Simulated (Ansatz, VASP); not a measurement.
# In4Ru: VASP beside Ansatz

```
In Ru
1.0
    -3.12490    3.12490    3.50975
     3.12490   -3.12490    3.50975
     3.12490    3.12490   -3.50975
In Ru
4 1
Direct
  0.50000 0.50000 0.50000
  0.00000 0.00000 0.50000
  0.50000 0.00000 0.00000
  0.00000 0.50000 0.00000
  0.00000 0.00000 0.00000
```

Alike in both runs: task relaxation of cell and atoms; functional PBE; k mesh 4 × 4 × 4; occupations gaussian, width 0.2 eV; no spin polarisation.

|  | VASP | Ansatz |
| --- | --- | --- |
| version | VASP 6.6.1 | Ansatz 0.2.0 |
| potentials or method | VASP PAW PBE potentials, release 64 (In_d, Ru_pv), cutoff 600 eV | scalar-relativistic, plane waves, PAW |
| valence electrons in the cell | 66 | 68 |

```tsv
	VASP	Ansatz	Ansatz less VASP
gap on the k mesh at the Fermi level, each at its own relaxed structure (eV)	none	none	-
relaxed volume (Å³/atom)	24.77	24.76	-0.010
relaxed length of the cell vector where the two differ most in proportion (Å)	5.439	5.438	-0.0007
```

A gap of «none» marks a metal or a gap that the smearing closes. VASP's potentials hold 66 valence electrons a cell and Ansatz's 68, so a difference there can come from the potentials and not from the codes.
